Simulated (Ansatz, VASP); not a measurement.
## Two plane-wave programs on SnO

```xyz
2
Lattice="0.0000 2.7082 2.7082 2.7082 0.0000 2.7082 2.7082 2.7082 0.0000" Properties=species:S:1:pos:R:3 pbc="T T T"
Sn    0.0000    0.0000    0.0000
O     1.3541    1.3541    1.3541
```

Alike in both runs: task single point; functional PBE-based screened hybrid; k mesh 4 × 4 × 4; occupations fermi-dirac, width 0.02 eV; no spin polarisation.

```csv
,VASP,Ansatz
version,VASP 6.6.1,Ansatz 0.2.0
potentials or method,"VASP PAW PBE potentials, release 64 (Sn_d, O)",plane waves
plane-wave cutoff (eV),520,420
valence electrons in the cell,20,20
```

VASP gave:

| Quantity | Value |
| --- | --- |
| pressure (GPa) | -0.5 |

Task: What did Ansatz give for the same quantities?

Result: Pressure (GPa): -0.4.

VASP's potentials were made for PBE, not for PBE-based screened hybrid. Ansatz's warnings: filled band counts differ across k points, stress exchange threshold loose, stress scf threshold loose.

The k mesh is coarse, so the values compare programs but aren't converged.
